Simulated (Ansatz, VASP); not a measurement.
## HfSiO4: VASP beside Ansatz

The input INCAR:

```
SYSTEM = HfSiO4
PREC = Accurate ; ENCUT = 520
EDIFF = 1E-8 ; ISMEAR = -1
SIGMA = 0.02 ; LREAL = .FALSE.
LASPH = .TRUE. ; NELM = 80
ALGO = Normal ; ISIF = 2
LWAVE = .FALSE. ; LCHARG = .FALSE.
GGA = PS ; LEFG = .TRUE.
NBANDS = 50
```

The input KPOINTS:

```
regular mesh
0
G
  7 7 7
  0 0 0
```

Contents of POSCAR:

```
HfSiO4
1.0
   -3.2862500000      3.2862500000      2.9816000000
    3.2862500000     -3.2862500000      2.9816000000
    3.2862500000      3.2862500000     -2.9816000000
Hf Si O
2 2 8
Direct
    0.7500000000      0.2500000000      0.5000000000
    0.0000000000      0.0000000000      0.0000000000
    0.2500000000      0.7500000000      0.5000000000
    0.5000000000      0.5000000000      0.0000000000
    0.1340001292      0.3192780734      0.8147220558
    0.0692780734      0.7545560176      0.6852779442
    0.5045560176      0.3192780734      0.1852779442
    0.0692780734      0.3840001292      0.3147220558
    0.6159998708      0.9307219266      0.6852779442
    0.6807219266      0.8659998708      0.1852779442
    0.2454439824      0.9307219266      0.3147220558
    0.6807219266      0.4954439824      0.8147220558
```

Input for Ansatz:

```yaml
crystal:
  lattice:
    - [-3.28625, 3.28625, 2.9816]
    - [3.28625, -3.28625, 2.9816]
    - [3.28625, 3.28625, -2.9816]
  atoms:
    - { symbol: Hf, position: [0.75, 0.25, 0.5] }
    - { symbol: Hf, position: [0.0, 0.0, 0.0] }
    - { symbol: Si, position: [0.25, 0.75, 0.5] }
    - { symbol: Si, position: [0.5, 0.5, 0.0] }
    - { symbol: O, position: [0.1340001292, 0.3192780734, 0.8147220558] }
    - { symbol: O, position: [0.0692780734, 0.7545560176, 0.6852779442] }
    - { symbol: O, position: [0.5045560176, 0.3192780734, 0.1852779442] }
    - { symbol: O, position: [0.0692780734, 0.3840001292, 0.3147220558] }
    - { symbol: O, position: [0.6159998708, 0.9307219266, 0.6852779442] }
    - { symbol: O, position: [0.6807219266, 0.8659998708, 0.1852779442] }
    - { symbol: O, position: [0.2454439824, 0.9307219266, 0.3147220558] }
    - { symbol: O, position: [0.6807219266, 0.4954439824, 0.8147220558] }
kpoints:
  mp_grid: { grid: [7, 7, 7] }
scf:
  occupations: { method: fermi_dirac, width: 0.02 }
hamiltonian:
  xc: pbesol
  pseudopotentials: { kind: paw }
output:
  forces: true
  stress: true
  populations: true
  efg:
    quadrupole_moments_barn: { Hf: 3.365, O: -0.02558 }
    contact_densities: true
```

Alike in both runs: task electric field gradients; functional PBEsol; k mesh 7 × 7 × 7; occupations fermi-dirac, width 0.02 eV; no spin polarisation.

|  | VASP | Ansatz |
| --- | --- | --- |
| version | VASP 6.6.1 | Ansatz 0.2.0 |
| potentials or method | VASP PAW PBE potentials, release 64 (Hf_pv, Si, O) | plane-wave PAW, scalar-relativistic |
| plane-wave cutoff (eV) | 520 | 420 |
| valence electrons in the cell | 76 | 108 |

Ansatz gave:

| Item | Value |
| --- | --- |
| gap on the k mesh at the Fermi level (eV) | 5.37 |
| pressure (GPa) | 0.8 |
| traceless stress, the component that is largest in VASP (GPa) | 0.08 |
| rms of the force components (eV/Å) | 0.062 |
| size of Vzz on the site where it differs most (V/Å²) | 144.3 |

Estimate VASP's values.

gap on the k mesh at the Fermi level (eV): 5.33; pressure (GPa): -0.5; traceless stress, the component that is largest in VASP (GPa): 0.42; rms of the force components (eV/Å): 0.167; size of Vzz on the site where it differs most (V/Å²): 126.2.

VASP's potentials were made for PBE, not for PBEsol. Atom by atom the forces differ by 0.109 eV/Å (rms over components). VASP's potentials hold 76 valence electrons a cell and Ansatz's 108, so a difference there can come from the potentials and not from the codes.

Spin-orbit coupling is off throughout.
